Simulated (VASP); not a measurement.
# CaO (Fm-3m) in VASP: a series of runs

Runs on CaO. Level: LDA. Tasks: single point.

All numbers are computed with VASP 6.6.1; they aren't measurements. Logs are shortened: lines on timing, memory, paths and dates and some standing lists are left out, and cuts for length are marked.

## Step 1: The cell of the first run

Symmetry: Fm-3m, No. 225, cubic system. The conventional cell has a = 4.604 Å, b = 4.604 Å, c = 4.604 Å, α = 90.00°, β = 90.00°, γ = 90.00°. Within 3.0 Å of Ca (site symmetry m-3m) lie 6 O at 2.30 Å. Within 3.0 Å of O (site symmetry m-3m) lie 6 Ca at 2.30 Å.

## Step 2: Single point, LDA

INCAR reads:

```
PREC = Accurate
ENCUT = 520
EDIFF = 1E-7
ISMEAR = 0
SIGMA = 0.01
LREAL = False
LASPH = True
NELM = 60
ALGO = Normal
ISIF = 2
LWAVE = False
LCHARG = False
NBANDS = 15
```

KPOINTS reads:

```
regular mesh
0
Gamma
  8 8 8
```

POSCAR reads:

```
CaO
1.0
    0.0000000000      2.3019539926      2.3019539926
    2.3019539926      0.0000000000      2.3019539926
    2.3019539926      2.3019539926      0.0000000000
Ca O
1 1
Direct
    0.0000000000      0.0000000000      0.0000000000
    0.5000000000      0.5000000000      0.5000000000
```

Potentials or basis: VASP PAW LDA potentials, release 64 (Ca_sv, O).

Command:

```
$ cat potpaw_LDA.64/Ca_sv/POTCAR potpaw_LDA.64/O/POTCAR > POTCAR
$ mpirun -np 1 vasp_std > vasp.out
```

OUTCAR:

```text
PREC = Accurate
   ENCUT = 520
   EDIFF = 1E-7
   ISMEAR = 0
   LREAL = False
   LASPH = True
   NELM = 60
   ISIF = 2

 ion  position               nearest neighbor table
   1  0.000  0.000  0.000-   2 2.30   2 2.30   2 2.30   2 2.30   2 2.30   2 2.30
   2  0.500  0.500  0.500-   1 2.30   1 2.30   1 2.30   1 2.30   1 2.30   1 2.30

  LATTYP: Found a face centered cubic cell.
 ALAT       =     4.6039079852

  Lattice vectors:

 A1 = (   0.0000000000,   2.3019539926,   2.3019539926)
 A2 = (   2.3019539926,   0.0000000000,   2.3019539926)
 A3 = (   2.3019539926,   2.3019539926,   0.0000000000)

Analysis of symmetry for initial positions (statically):
=====================================================================
 Subroutine PRICEL returns:
 Original cell was already a primitive cell.

 Routine SETGRP: Setting up the symmetry group for a
 face centered cubic supercell.

 Subroutine GETGRP returns: Found 48 space group operations
 (whereof 48 operations were pure point group operations)
 out of a pool of 48 trial point group operations.

The static configuration has the point symmetry O_h .

Analysis of symmetry for dynamics (positions and initial velocities):
=====================================================================
 Subroutine PRICEL returns:
 Original cell was already a primitive cell.

 Routine SETGRP: Setting up the symmetry group for a
 face centered cubic supercell.

 Subroutine GETGRP returns: Found 48 space group operations
 (whereof 48 operations were pure point group operations)
 out of a pool of 48 trial point group operations.

The dynamic configuration has the point symmetry O_h .

 Subroutine INISYM returns: Found 48 space group operations
 (whereof 48 operations are pure point group operations),
 and found     1 'primitive' translations

----------------------------------------------------------------------------------------

                                     Primitive cell

  volume of cell :      24.3961

  direct lattice vectors                    reciprocal lattice vectors
     0.000000000  2.301953993  2.301953993    -0.217206774  0.217206774  0.217206774
     2.301953993  0.000000000  2.301953993     0.217206774 -0.217206774  0.217206774
     2.301953993  2.301953993  0.000000000     0.217206774  0.217206774 -0.217206774

  length of vectors
     3.255454556  3.255454556  3.255454556     0.376213168  0.376213168  0.376213168

  position of ions in fractional coordinates (direct lattice)
     0.000000000  0.000000000  0.000000000
     0.500000000  0.500000000  0.500000000

  ion indices of the primitive-cell ions
   primitive index   ion index
                 1           1
                 2           2

----------------------------------------------------------------------------------------

 KPOINTS: regular mesh

Automatic generation of k-mesh.
 Grid dimensions read from file:
 generate k-points for:    8    8    8

 Generating k-lattice:

  Cartesian coordinates                     Fractional coordinates (reciprocal lattice)
    -0.027150847  0.027150847  0.027150847     0.125000000  0.000000000  0.000000000
     0.027150847 -0.027150847  0.027150847     0.000000000  0.125000000  0.000000000
     0.027150847  0.027150847 -0.027150847     0.000000000  0.000000000  0.125000000

  Length of vectors
     0.047026646  0.047026646  0.047026646

  Shift w.r.t. Gamma in fractional coordinates (k-lattice)
     0.000000000  0.000000000  0.000000000

 Subroutine IBZKPT returns following result:
 ===========================================

 Found     29 irreducible k-points:

 Following reciprocal coordinates:
            Coordinates               Weight
  0.000000  0.000000  0.000000      1.000000
  0.125000  0.000000  0.000000      8.000000
  0.250000  0.000000  0.000000      8.000000
  0.375000  0.000000  0.000000      8.000000
  0.500000  0.000000  0.000000      4.000000
  0.125000  0.125000  0.000000      6.000000
[... 16 lines left out ...]
  0.500000  0.250000  0.125000     48.000000
 -0.375000  0.250000  0.125000     24.000000
 [... further k-points ...]
   k-points           NKPTS =     29   k-points in BZ     NKDIM =     29   number of bands    NBANDS=     15
   number of dos      NEDOS =    301   number of ions     NIONS =      2
   total plane-waves  NPLWV =  13824
   dimension x,y,z NGX =    24 NGY =   24 NGZ =   24
   dimension x,y,z NGXF=    48 NGYF=   48 NGZF=   48
   ions per type =               1   1
   NGX,Y,Z   is equivalent  to a cutoff of  12.26, 12.26, 12.26 a.u.
   NGXF,Y,Z  is equivalent  to a cutoff of  24.51, 24.51, 24.51 a.u.
 SYSTEM =  unknown system
   PREC   = accura    normal or accurate (medium, high low for compatibility)
   ISTART =      0    job   : 0-new  1-cont  2-samecut
   ICHARG =      2    charge: 1-file 2-atom 10-const
   ISPIN  =      1    spin polarized calculation?
   LNONCOLLINEAR =      F non collinear calculations
   LSORBIT =      F    spin-orbit coupling
   LASPH  =      T    aspherical Exc in radial PAW
   ENCUT  =  520.0 eV  38.22 Ry    6.18 a.u.   6.05  6.05  6.05*2*pi/ulx,y,z
   NELM   =     60;   NELMIN=  2; NELMDL= -5     # of ELM steps
   EDIFF  = 0.1E-06   stopping-criterion for ELM
   LREAL  =      F    real-space projection
   EDIFFG = 0.1E-05   stopping-criterion for IOM
   NSW    =      0    number of steps for IOM
   IBRION =     -1    ionic relax: 0-MD 1-quasi-New 2-CG
   NFREE  =      0    steps in history (QN), initial steepest desc. (CG)
   ISIF   =      2    stress and relaxation
   ISYM   =      2    0-nonsym 1-usesym 2-fastsym
   POTIM  = 0.5000    time-step for ionic-motion
   TEBEG  =    0.0;   TEEND  =   0.0 temperature during run
   PSTRESS=    0.0 pullay stress
   NELECT =      16.0000    total number of electrons
   NUPDOWN=      -1.0000    fix difference up-down
   EMIN   =  10.00;   EMAX   =-10.00  energy-range for DOS
   EFERMI =   0.00;   METHOD = LEGACY
   ISMEAR =     0;   SIGMA  =   0.01  broadening in eV -4-tet -1-fermi 0-gaus
   EFERMI_NEDOS =   21; number of points for ismear=-14 and -15
   IALGO  =     38    algorithm
   IMIX   =      4    mixing-type and parameters
     AMIX     =   0.40;   BMIX     =  1.00
     AMIX_MAG =   1.60;   BMIX_MAG =  1.00
  volume/ion in A,a.u.               =      12.20        82.32
  Fermi-wavevector in a.u.,A,eV,Ry     =   1.422356  2.687862 27.525885  2.023095
  Thomas-Fermi vector in A             =   2.543068
   LORBIT       =      0    0 simple, 1 ext, 2 COOP (PROOUT), +10 PAW based schemes
   GGA     = CA    functional components
   LHFCALC =     F    Hartree Fock is set to
   AEXX    =    0.0000 exact exchange contribution
   IVDW    =     0    specifies the selected vdW correction
   LEPSILON=     F    determine dielectric tensor
   LRPA    =     F    only Hartree local field effects (RPA)
 non-spin polarized calculation
 Gauss-broadening in eV      SIGMA  =   0.01
  energy-cutoff  :      520.00
  volume of cell :       24.40
 maximum number of plane-waves:       684
   NGX = 13   NGY = 13   NGZ = 13

 number of electron      16.0000004 magnetization

 Free energy of the ion-electron system (eV)
  ---------------------------------------------------
  ext. energy  EPLUGINS =         0.00000000
  ---------------------------------------------------
  free energy    TOTEN  =       -14.15677770 eV

  energy without entropy =      -14.15677770  energy(sigma->0) =      -14.15677770

 E-fermi :   2.8655     XC(G=0): -11.6779

 val. band max:        2.8203828461   @ k =   0.0000   0.0000   0.0000
 cond. band min:       6.1720904256   @ k =   0.5000   0.5000   0.0000
 fundamental gap:      3.3517075795
 Fermi energy:         2.8654726436

 k-point     1 :       0.0000    0.0000    0.0000
  band No.  band energies     occupation
      1     -33.7728      2.00000
      2     -14.6879      2.00000
      3     -14.6879      2.00000
      4     -14.6879      2.00000
      5     -12.6418      2.00000
      6       2.8204      2.00000
      7       2.8204      2.00000
      8       2.8204      2.00000
      9       8.5074      0.00000
     10       9.2036      0.00000
     11       9.2036      0.00000
     12       9.2036      0.00000
     13      11.0112      0.00000
     14      11.0112      0.00000
     15      18.3907      0.00000

 k-point     2 :       0.1250    0.0000    0.0000
  band No.  band energies     occupation
      1     -33.7445      2.00000
      2     -15.1141      2.00000
      3     -14.6994      2.00000
      4     -14.6994      2.00000
      5     -12.2152      2.00000
      6       2.2269      2.00000
      7       2.5462      2.00000
      8       2.5462      2.00000
      9       9.1090      0.00000
     10       9.2788      0.00000
     11       9.5215      0.00000
     12       9.5215      0.00000
     13      11.4773      0.00000
     14      11.4773      0.00000
     15      19.1656      0.00000

 k-point     3 :       0.2500    0.0000    0.0000
  band No.  band energies     occupation
      1     -33.6752      2.00000
      2     -15.8271      2.00000
      3     -14.7268      2.00000
      4     -14.7268      2.00000
      5     -11.4978      2.00000
      6       1.0824      2.00000
      7       1.9717      2.00000
      8       1.9717      2.00000
      9       9.3078      0.00000
     10      10.3610      0.00000
     11      10.3610      0.00000
     12      10.7231      0.00000
     13      12.5825      0.00000
     14      12.5825      0.00000
     15      19.9885      0.00000

 k-point     4 :       0.3750    0.0000    0.0000
  band No.  band energies     occupation
      1     -33.6048      2.00000
      2     -16.3656      2.00000
      3     -14.7537      2.00000
      4     -14.7537      2.00000
      5     -10.9487      2.00000
      6       0.1410      2.00000
      7       1.4826      2.00000
      8       1.4826      2.00000
      9       9.9055      0.00000
     10      11.3531      0.00000
     11      11.3531      0.00000
     12      11.8873      0.00000
     13      13.7700      0.00000
     14      13.7700      0.00000
     15      19.1831      0.00000
[... 307 lines left out ...]
 k-point    22 :       0.3750    0.2500    0.1250
  band No.  band energies     occupation
      1     -33.6249      2.00000
      2     -15.8815      2.00000
      3     -14.9480      2.00000
      4     -14.7850      2.00000
      5     -11.4637      2.00000
      6       0.7376      2.00000
      7       1.8578      2.00000
      8       2.2600      2.00000
      9       8.2261      0.00000
     10      10.8074      0.00000
     11      11.2039      0.00000
     12      11.6596      0.00000
     13      12.5773      0.00000
     14      14.0583      0.00000
     15      20.6097      0.00000

 k-point    23 :       0.5000    0.2500    0.1250
  band No.  band energies     occupation
      1     -33.5690      2.00000
      2     -16.1162      2.00000
      3     -15.0535      2.00000
      4     -14.8461      2.00000
      5     -11.2793      2.00000
      6       0.5639      2.00000
      7       1.5163      2.00000
      8       1.8835      2.00000
      9       8.8589      0.00000
     10      10.9639      0.00000
     11      11.9336      0.00000
     12      12.2488      0.00000
     13      13.7616      0.00000
     14      15.0947      0.00000
     15      19.1034      0.00000

 k-point    24 :      -0.3750    0.2500    0.1250
  band No.  band energies     occupation
      1     -33.5456      2.00000
      2     -16.2100      2.00000
      3     -15.0770      2.00000
      4     -14.8893      2.00000
      5     -11.2110      2.00000
      6       0.5092      2.00000
      7       1.5465      2.00000
      8       1.5468      2.00000
      9       9.9531      0.00000
     10      10.0243      0.00000
     11      12.2964      0.00000
     12      12.7528      0.00000
     13      14.0952      0.00000
     14      15.9299      0.00000
     15      18.2474      0.00000

 [... further k-points ...]

------------------------ aborting loop because EDIFF is reached ----------------------------------------

  FORCE on cell =-STRESS in cart. coord.  units (eV):
  Direction    XX          YY          ZZ          XY          YZ          ZX
  --------------------------------------------------------------------------------------
  -------------------------------------------------------------------------------------
  Total        1.7212201      1.7212201      1.7212201     -0.0000000     -0.0000000      0.0000000
  in kB      113.0386780    113.0386780    113.0386780     -0.0000000     -0.0000000      0.0000000
  external PRESSURE =     113.0386780 kB  Pullay stress =       0.0000000 kB

 VOLUME and BASIS-vectors are now :
 -----------------------------------------------------------------------------
  energy-cutoff  :      520.00
  volume of cell :       24.40
      direct lattice vectors                 reciprocal lattice vectors
     0.000000000  2.301953993  2.301953993    -0.217206774  0.217206774  0.217206774
     2.301953993  0.000000000  2.301953993     0.217206774 -0.217206774  0.217206774
     2.301953993  2.301953993  0.000000000     0.217206774  0.217206774 -0.217206774

 POSITION                                       TOTAL-FORCE (eV/Angst)
 -----------------------------------------------------------------------------------
      0.00000      0.00000      0.00000         0.000000      0.000000      0.000000
      2.30195      2.30195      2.30195         0.000000      0.000000      0.000000
 -----------------------------------------------------------------------------------
    total drift:                                0.000000     -0.000000     -0.000000

  FREE ENERGIE OF THE ION-ELECTRON SYSTEM (eV)
  ---------------------------------------------------
  free  energy   TOTEN  =       -14.1567776975 eV

  energy  without entropy=      -14.1567776975  energy(sigma->0) =      -14.15677770
```

Wall time 12 s (1 thread of Intel Xeon Platinum 8375C at 2.90GHz (Ice Lake), shared host); peak memory 0.13 GiB.

What came out:

```yaml
Free_energy: -14.1568 eV
Pressure: 11.3 GPa
Band_gap_on_the_k_mesh: 3.35 eV (least direct gap 3.68 eV)
```

Caveat: the cell stands under pressure. A k mesh can miss the band edges.

(Part 1 of 2 ends here.)
